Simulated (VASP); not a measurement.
# SiC (Cm) in VASP: notebook

Runs on SiC. Level: r2SCAN. Tasks: single point.

Everything below comes from runs of VASP 6.6.1. Logs are shortened: lines on timing, memory, paths and dates and some standing lists are left out, and cuts for length are marked.

## Step 1: The cell of the first run

Symmetry: Cm, No. 8, monoclinic system. The conventional cell has a = 5.325 Å, b = 3.075 Å, c = 15.224 Å, α = 90.00°, β = 98.38°, γ = 90.00°. Within 2.5 Å of Si (site symmetry m) lie 5 C at 1.88 to 2.47 Å. Within 2.5 Å of Si (site symmetry m) lie 4 C at 1.88 Å. Si (site symmetry m) has 4 C at 1.88 Å within 2.5 Å. Within 2.5 Å of Si (site symmetry m) lie 4 C at 1.88 Å. Si (site symmetry m) has 4 C at 1.88 Å within 2.5 Å. Si (site symmetry m) has 4 C at 1.88 Å within 2.5 Å. Within 2.5 Å of C (site symmetry m) lie 4 Si at 1.88 Å. Within 2.5 Å of C (site symmetry m) lie 4 Si at 1.88 Å.

## Step 2: Single point, r2SCAN (the part above a cut slid along it)

Contents of POSCAR:

```
SiC
1.0
    2.1740000000     -2.1740000000      0.0000000000
    2.1740000000      0.0000000000     -2.1740000000
   11.2321884000      7.4279058000      7.4279058000
Si C
6 6
Direct
    0.6302298600      0.6302298600      0.0624666667
   -0.5225201400     -0.5225201400      0.8958000000
    0.1996798600      0.1996798600      0.2291333333
    0.3385798600      0.3385798600      0.5624666667
   -0.2308701400     -0.2308701400      0.3958000000
   -0.0919701400     -0.0919701400      0.7291333333
    0.4114923600      0.4114923600      0.4374666667
    0.8420423600      0.8420423600      0.2708000000
   -0.0190576400     -0.0190576400      0.6041333333
    0.1198423600      0.1198423600      0.9374666667
   -0.4496076400     -0.4496076400      0.7708000000
    0.2725923600      0.2725923600      0.1041333333
```

Contents of INCAR.step1:

```
SYSTEM = SiC
PREC     = Accurate       ! precision mode
ENCUT    = 520            ! plane-wave cutoff, eV
ISMEAR   = 0              ! smearing method
SIGMA    = 0.05           ! smearing width, eV
LREAL    = .FALSE.        ! projectors in reciprocal space
LASPH    = .TRUE.         ! aspherical terms in the spheres
NELM     = 60             ! most SCF steps
NBANDS   = 36             ! bands
GGA      = PE             ! functional
ALGO     = Normal         ! electronic algorithm
EDIFF    = 1E-4           ! SCF threshold, eV
LWAVE    = .TRUE.         ! write WAVECAR
LCHARG   = .FALSE.        ! write CHGCAR
```

Contents of INCAR.step2:

```
SYSTEM = SiC
PREC     = Accurate       ! precision mode
ENCUT    = 520            ! plane-wave cutoff, eV
EDIFF    = 1E-6           ! SCF threshold, eV
ISMEAR   = 0              ! smearing method
SIGMA    = 0.05           ! smearing width, eV
LREAL    = .FALSE.        ! projectors in reciprocal space
LASPH    = .TRUE.         ! aspherical terms in the spheres
NELM     = 60             ! most SCF steps
ALGO     = Normal         ! electronic algorithm
ISIF     = 2              ! what is computed and relaxed
LWAVE    = .FALSE.        ! write WAVECAR
LCHARG   = .FALSE.        ! write CHGCAR
METAGGA  = R2SCAN         ! meta-GGA
LMIXTAU  = .TRUE.       
NBANDS   = 36             ! bands
ISTART   = 1
```

Contents of KPOINTS:

```
regular mesh
0
G
  10 10 2
  0 0 0
```

Potentials or basis: VASP PAW PBE potentials, release 64 (Si, C).

Command:

```
$ cat potpaw_PBE.64/Si/POTCAR potpaw_PBE.64/C/POTCAR > POTCAR
$ cp INCAR.step1 INCAR
$ mpirun -np 1 vasp_std > vasp.out
$ cp INCAR.step2 INCAR
$ mpirun -np 1 vasp_std > vasp.out
```

OUTCAR:

```text
SYSTEM = SiC
   PREC = Accurate
   ENCUT = 520
   EDIFF = 1E-6
   ISMEAR = 0
   LREAL = .FALSE.
   LASPH = .TRUE.
   NELM = 60
   ISIF = 2
   METAGGA = R2SCAN
   ISTART = 1

 ion  position               nearest neighbor table
   1  0.630  0.630  0.062-  12 1.88  12 1.88  12 1.88  10 2.47  10 2.47   2 2.84   3 3.07   3 3.07
                             3 3.07
   2  0.477  0.477  0.896-  11 1.88  10 1.88  10 1.88  10 1.88   1 2.84   6 3.07   6 3.07   6 3.07

   3  0.200  0.200  0.229-  12 1.88   8 1.88   8 1.88   8 1.88   1 3.07   1 3.07   1 3.07   5 3.07
                             5 3.07   5 3.07
   4  0.339  0.339  0.562-   9 1.88   9 1.88   9 1.88   7 1.88   6 3.07   6 3.07   6 3.07   5 3.07
                             5 3.07   5 3.07
   5  0.769  0.769  0.396-   8 1.88   7 1.88   7 1.88   7 1.88   4 3.07   3 3.07   4 3.07   4 3.07
                             3 3.07   3 3.07
   6  0.908  0.908  0.729-   9 1.88  11 1.88  11 1.88  11 1.88   4 3.07   4 3.07   4 3.07   2 3.07
                             2 3.07   2 3.07
   7  0.411  0.411  0.437-   4 1.88   5 1.88   5 1.88   5 1.88
   8  0.842  0.842  0.271-   5 1.88   3 1.88   3 1.88   3 1.88
   9  0.981  0.981  0.604-   4 1.88   4 1.88   4 1.88   6 1.88
  10  0.120  0.120  0.937-   2 1.88   2 1.88   2 1.88   1 2.47   1 2.47
  11  0.550  0.550  0.771-   2 1.88   6 1.88   6 1.88   6 1.88
  12  0.273  0.273  0.104-   1 1.88   1 1.88   1 1.88   3 1.88

  LATTYP: Found a base centered monoclinic cell.
 ALAT       =     5.3251907008
 B/A-ratio  =     0.5773502692
 C/A-ratio  =     2.8589576580
 COS(beta)  =    -0.1457524209

  Lattice vectors:

 A1 = (   2.1740000000,  -2.1740000000,   0.0000000000)
 A2 = (   2.1740000000,   0.0000000000,  -2.1740000000)
 A3 = (   6.8841884000,   9.6019058000,   9.6019058000)

Analysis of symmetry for initial positions (statically):
=====================================================================
 Subroutine PRICEL returns:
 Original cell was already a primitive cell.

 Routine SETGRP: Setting up the symmetry group for a
 base centered monoclinic supercell.

 Subroutine GETGRP returns: Found  2 space group operations
 (whereof  2 operations were pure point group operations)
 out of a pool of  4 trial point group operations.

The static configuration has the point symmetry C_1h.

Analysis of symmetry for dynamics (positions and initial velocities):
=====================================================================
 Subroutine PRICEL returns:
 Original cell was already a primitive cell.

 Routine SETGRP: Setting up the symmetry group for a
 base centered monoclinic supercell.

 Subroutine GETGRP returns: Found  2 space group operations
 (whereof  2 operations were pure point group operations)
 out of a pool of  4 trial point group operations.

The dynamic configuration has the point symmetry C_1h.

 Subroutine INISYM returns: Found  2 space group operations
 (whereof  2 operations are pure point group operations),
 and found     1 'primitive' translations

----------------------------------------------------------------------------------------

                                     Primitive cell

  volume of cell :     123.2991

  direct lattice vectors                    reciprocal lattice vectors
     2.174000000 -2.174000000  0.000000000     0.130968261 -0.329013339  0.130968261
     2.174000000  0.000000000 -2.174000000     0.130968261  0.130968261 -0.329013339
    11.232188400  7.427905800  7.427905800     0.038331800  0.038331800  0.038331800

  length of vectors
     3.074500285  3.074500285 15.378869445     0.377564761  0.377564761  0.066392625

  position of ions in fractional coordinates (direct lattice)
     0.630229860  0.630229860  0.062466667
     0.477479860  0.477479860  0.895800000
     0.199679860  0.199679860  0.229133333
     0.338579860  0.338579860  0.562466667
     0.769129860  0.769129860  0.395800000
     0.908029860  0.908029860  0.729133333
     0.411492360  0.411492360  0.437466667
     0.842042360  0.842042360  0.270800000
     0.980942360  0.980942360  0.604133333
     0.119842360  0.119842360  0.937466667
     0.550392360  0.550392360  0.770800000
     0.272592360  0.272592360  0.104133333

  ion indices of the primitive-cell ions
   primitive index   ion index
                 1           1
                 2           2
                 3           3
                 4           4
                 5           5
                 6           6
                 7           7
                 8           8
                 9           9
                10          10
                11          11
                12          12

----------------------------------------------------------------------------------------

 KPOINTS: regular mesh

Automatic generation of k-mesh.
 Grid dimensions read from file:
 generate k-points for:   10   10    2

 Generating k-lattice:

  Cartesian coordinates                     Fractional coordinates (reciprocal lattice)
     0.013096826 -0.032901334  0.013096826     0.100000000  0.000000000  0.000000000
     0.013096826  0.013096826 -0.032901334     0.000000000  0.100000000  0.000000000
     0.019165900  0.019165900  0.019165900     0.000000000  0.000000000  0.500000000

  Length of vectors
     0.037756476  0.037756476  0.033196313

  Shift w.r.t. Gamma in fractional coordinates (k-lattice)
     0.000000000  0.000000000  0.000000000

 Subroutine IBZKPT returns following result:
 ===========================================

 Found     62 irreducible k-points:

 Following reciprocal coordinates:
            Coordinates               Weight
  0.000000  0.000000  0.000000      1.000000
  0.100000  0.000000  0.000000      4.000000
  0.200000  0.000000  0.000000      4.000000
  0.300000  0.000000  0.000000      4.000000
  0.400000  0.000000  0.000000      4.000000
  0.500000  0.000000 -0.000000      2.000000
[... 16 lines left out ...]
  0.300000  0.300000  0.000000      2.000000
  0.400000  0.300000  0.000000      4.000000
 [... further k-points ...]
   k-points           NKPTS =     62   k-points in BZ     NKDIM =     62   number of bands    NBANDS=     36
   number of dos      NEDOS =    301   number of ions     NIONS =     12
   total plane-waves  NPLWV =  69120
   dimension x,y,z NGX =    24 NGY =   24 NGZ =  120
   dimension x,y,z NGXF=    48 NGYF=   48 NGZF=  240
   ions per type =               6   6
   NGX,Y,Z   is equivalent  to a cutoff of  12.98, 12.98, 12.97 a.u.
   NGXF,Y,Z  is equivalent  to a cutoff of  25.95, 25.95, 25.94 a.u.
 SYSTEM =  SiC
   PREC   = accura    normal or accurate (medium, high low for compatibility)
   ISTART =      1    job   : 0-new  1-cont  2-samecut
   ICHARG =      0    charge: 1-file 2-atom 10-const
   ISPIN  =      1    spin polarized calculation?
   LNONCOLLINEAR =      F non collinear calculations
   LSORBIT =      F    spin-orbit coupling
   LASPH  =      T    aspherical Exc in radial PAW
   ENCUT  =  520.0 eV  38.22 Ry    6.18 a.u.   5.72  5.72 28.59*2*pi/ulx,y,z
   NELM   =     60;   NELMIN=  2; NELMDL=  0     # of ELM steps
   EDIFF  = 0.1E-05   stopping-criterion for ELM
   LREAL  =      F    real-space projection
[... 7 lines left out ...]
   TEBEG  =    0.0;   TEEND  =   0.0 temperature during run
   PSTRESS=    0.0 pullay stress
   NELECT =      48.0000    total number of electrons
   NUPDOWN=      -1.0000    fix difference up-down
   EMIN   =  10.00;   EMAX   =-10.00  energy-range for DOS
   EFERMI =   0.00;   METHOD = LEGACY
   ISMEAR =     0;   SIGMA  =   0.05  broadening in eV -4-tet -1-fermi 0-gaus
   EFERMI_NEDOS =   21; number of points for ismear=-14 and -15
   IALGO  =     38    algorithm
   IMIX   =      4    mixing-type and parameters
     AMIX     =   0.40;   BMIX     =  1.00
     AMIX_MAG =   1.60;   BMIX_MAG =  1.00
  volume/ion in A,a.u.               =      10.27        69.34
  Fermi-wavevector in a.u.,A,eV,Ry     =   1.195369  2.258920 19.441458  1.428907
  Thomas-Fermi vector in A             =   2.331336
   LORBIT       =      0    0 simple, 1 ext, 2 COOP (PROOUT), +10 PAW based schemes
   METAGGA = R2SCAN    functional components
   LHFCALC =     F    Hartree Fock is set to
   AEXX    =    0.0000 exact exchange contribution
   IVDW    =     0    specifies the selected vdW correction
   LEPSILON=     F    determine dielectric tensor
   LRPA    =     F    only Hartree local field effects (RPA)
 non-spin polarized calculation
 Gauss-broadening in eV      SIGMA  =   0.05
  energy-cutoff  :      520.00
  volume of cell :      123.30
 maximum number of plane-waves:      3346
   NGX = 11   NGY = 11   NGZ = 57

 number of electron      48.0000003 magnetization

 Free energy of the ion-electron system (eV)
  ---------------------------------------------------
  ext. energy  EPLUGINS =         0.00000000
  ---------------------------------------------------
  free energy    TOTEN  =      -113.96648682 eV

  energy without entropy =     -113.96648682  energy(sigma->0) =     -113.96648682

 E-fermi :   8.6692     XC(G=0): -12.0105

 val. band max:        8.4395464906   @ k =   0.0000   0.0000   0.0000
 cond. band min:       9.6178389339   @ k =  -0.3000   0.3000   0.0000
 fundamental gap:      1.1782924433
 Fermi energy:         8.6692272913

 k-point     1 :       0.0000    0.0000    0.0000
  band No.  band energies     occupation
      1      -8.1710      2.00000
      2      -7.6102      2.00000
      3      -7.5376      2.00000
      4      -6.0506      2.00000
      5      -5.9461      2.00000
      6      -4.4794      2.00000
[... 28 lines left out ...]
     35      16.1187      0.00000
     36      16.1739      0.00000
[... 866 lines left out ...]
      6      -3.1102      2.00000
[... 28 lines left out ...]
     35      16.0895      0.00000
     36      16.5826      0.00000

 [... further k-points ...]

------------------------ aborting loop because EDIFF is reached ----------------------------------------

  FORCE on cell =-STRESS in cart. coord.  units (eV):
  Direction    XX          YY          ZZ          XY          YZ          ZX
  --------------------------------------------------------------------------------------
  -------------------------------------------------------------------------------------
  Total        1.0869771     -1.5957297     -1.5957297      0.8790366      2.5070769      0.8790363
  in kB       14.1244363    -20.7352861    -20.7352861     11.4224076     32.5775467     11.4224047
  external PRESSURE =      -9.1153787 kB  Pullay stress =       0.0000000 kB

 VOLUME and BASIS-vectors are now :
 -----------------------------------------------------------------------------
  energy-cutoff  :      520.00
  volume of cell :      123.30
      direct lattice vectors                 reciprocal lattice vectors
     2.174000000 -2.174000000  0.000000000     0.130968261 -0.329013339  0.130968261
     2.174000000  0.000000000 -2.174000000     0.130968261  0.130968261 -0.329013339
    11.232188400  7.427905800  7.427905800     0.038331800  0.038331800  0.038331800

 POSITION                                       TOTAL-FORCE (eV/Angst)
 -----------------------------------------------------------------------------------
      3.44188     -0.90612     -0.90612        -0.844818      0.037707      0.037707
     12.13788      5.61588      5.61588        -0.250825      0.084920      0.084920
      3.44188      1.26788      1.26788         0.238923      0.061089      0.061089
      7.78988      3.44188      3.44188         0.054680      0.054728      0.054728
      7.78988      1.26788      1.26788         0.060937      0.061530      0.061530
     12.13788      3.44188      3.44188         0.045156      0.054715      0.054715
      6.70288      2.35488      2.35488        -0.053952     -0.057588     -0.057588
      6.70288      0.18088      0.18088        -0.055534     -0.041121     -0.041121
     11.05088      2.35488      2.35488        -0.053477     -0.062299     -0.062299
     11.05088      6.70288      6.70288         0.332299     -0.072929     -0.072929
     11.05088      4.52888      4.52888        -0.053631     -0.115421     -0.115421
      2.35488      0.18088      0.18088         0.580242     -0.005330     -0.005330
 -----------------------------------------------------------------------------------
    total drift:                               -0.000668     -0.000866     -0.000866

  FREE ENERGIE OF THE ION-ELECTRON SYSTEM (eV)
  ---------------------------------------------------
  free  energy   TOTEN  =      -113.9664868200 eV

  energy  without entropy=     -113.9664868200  energy(sigma->0) =     -113.96648682
```

Wall time 7.7 min (1 thread of Intel Xeon 6975P-C (Granite Rapids), shared host); peak memory 0.38 GiB.

What came out:

```
Free energy            : -113.9665 eV
Pressure               : -0.9 GPa
Largest force          : 0.846 eV/Å
Band gap on the k mesh : 1.18 eV (least direct gap 2.14 eV)
```

Forces on the atoms (eV/Å):
```
Si  -0.845  0.038  0.038
Si  -0.251  0.085  0.085
Si   0.239  0.061  0.061
Si   0.055  0.055  0.055
Si   0.061  0.062  0.062
Si   0.045  0.055  0.055
C   -0.054 -0.058 -0.058
C   -0.056 -0.041 -0.041
C   -0.053 -0.062 -0.062
C    0.332 -0.073 -0.073
C   -0.054 -0.115 -0.115
C    0.580 -0.005 -0.005
```

Stress tensor (GPa, compression positive):
```
 1.41  1.14  1.14
 1.14 -2.07  3.26
 1.14  3.26 -2.07
```

Caveat: the cell differs from its parent crystal (the part above a cut slid along it); the PAW data sets were made with another functional, which shifts forces and pressure a little. A k mesh can miss the band edges.

## Step 3: Single point, r2SCAN (the part above a cut slid along it)

Contents of POSCAR:

```
SiC
1.0
    2.1740000000     -2.1740000000      0.0000000000
    2.1740000000      0.0000000000     -2.1740000000
   11.9570000000      7.0655000000      7.0655000000
Si C
6 6
Direct
    0.6198166667      0.6198166667      0.0624666667
   -0.6718500000     -0.6718500000      0.8958000000
    0.1614833333      0.1614833333      0.2291333333
    0.2448166667      0.2448166667      0.5624666667
   -0.2968500000     -0.2968500000      0.3958000000
   -0.2135166667     -0.2135166667      0.7291333333
    0.3385666667      0.3385666667      0.4374666667
    0.7969000000      0.7969000000      0.2708000000
   -0.1197666667     -0.1197666667      0.6041333333
   -0.0364333333     -0.0364333333      0.9374666667
   -0.5781000000     -0.5781000000      0.7708000000
    0.2552333333      0.2552333333      0.1041333333
```

Contents of INCAR.step1:

```
SYSTEM = SiC
PREC     = Accurate       ! precision mode
ENCUT    = 520            ! plane-wave cutoff, eV
ISMEAR   = 0              ! smearing method
SIGMA    = 0.05           ! smearing width, eV
LREAL    = .False.        ! projectors in reciprocal space
LASPH    = .True.         ! aspherical terms in the spheres
NELM     = 60             ! most SCF steps
NBANDS   = 36             ! bands
GGA      = PE             ! functional
ALGO     = Normal         ! electronic algorithm
EDIFF    = 1E-4           ! SCF threshold, eV
LWAVE    = .True.         ! write WAVECAR
LCHARG   = .False.        ! write CHGCAR
```

Contents of INCAR.step2:

```
SYSTEM = SiC
PREC     = Accurate       ! precision mode
ENCUT    = 520            ! plane-wave cutoff, eV
EDIFF    = 1E-6           ! SCF threshold, eV
ISMEAR   = 0              ! smearing method
SIGMA    = 0.05           ! smearing width, eV
LREAL    = .False.        ! projectors in reciprocal space
LASPH    = .True.         ! aspherical terms in the spheres
NELM     = 60             ! most SCF steps
ALGO     = Normal         ! electronic algorithm
ISIF     = 2              ! what is computed and relaxed
LWAVE    = .False.        ! write WAVECAR
LCHARG   = .False.        ! write CHGCAR
METAGGA  = R2SCAN         ! meta-GGA
LMIXTAU  = .True.       
NBANDS   = 36             ! bands
ISTART   = 1
```

Contents of KPOINTS:

```
regular mesh
0
Gamma
  10 10 2
  0 0 0
```

Potentials or basis: VASP PAW PBE potentials, release 64 (Si, C).

Command:

```
$ cat potpaw_PBE.64/Si/POTCAR potpaw_PBE.64/C/POTCAR > POTCAR
$ cp INCAR.step1 INCAR
$ mpirun -np 1 vasp_std > vasp.out
$ cp INCAR.step2 INCAR
$ mpirun -np 1 vasp_std > vasp.out
```

Wall time 8 min (1 thread of Intel Xeon 6975P-C (Granite Rapids), shared host); peak memory 0.38 GiB.

It converged, with:

```yaml
Free_energy: -114.1321 eV
Pressure: -0.8 GPa
Largest_force: 1.607 eV/Å
Band_gap_on_the_k_mesh: 1.08 eV (least direct gap 2.02 eV)
```

Forces in eV/Å, atoms in the order of the input:
```
Si   0.956 -0.913 -0.913
Si   0.147 -0.123 -0.123
Si   0.083  0.126  0.126
Si   0.061  0.056  0.056
Si   0.073  0.058  0.058
Si   0.075  0.045  0.045
C   -0.062 -0.058 -0.058
C   -0.034 -0.058 -0.058
C   -0.080 -0.053 -0.053
C   -0.882  0.662  0.662
C   -0.225 -0.027 -0.027
C   -0.113  0.285  0.285
```

Stress tensor (GPa, compression positive):
```
 0.31  3.19  3.19
 3.19 -1.41 -1.70
 3.19 -1.70 -1.41
```

Levels at points of the mesh, in eV from the valence-band top:
```tsv
k point	band 22	band 23	band 24	band 25	band 26	band 27
(0.00, 0.00, 0.00)	-0.38	-0.24	0.00	5.40	5.63	5.93
(0.50, 0.00, 0.00)	-2.14	-1.75	-1.50	1.92	2.43	2.69
(0.50, 0.50, 0.00)	-2.16	-1.45	-1.03	1.08	2.25	2.70
(0.00, 0.00, 0.50)	-0.47	-0.33	-0.27	5.49	5.64	5.86
(0.50, 0.00, 0.50)	-1.90	-1.64	-1.39	1.67	2.57	2.82
(0.50, 0.50, 0.50)	-1.76	-1.58	-1.02	1.18	1.79	2.90
```

Caveat: the cell differs from its parent crystal (the part above a cut slid along it); the PAW data sets were made with another functional, which shifts forces and pressure a little. A k mesh can miss the band edges.

(Part 1 of 2 ends here.)
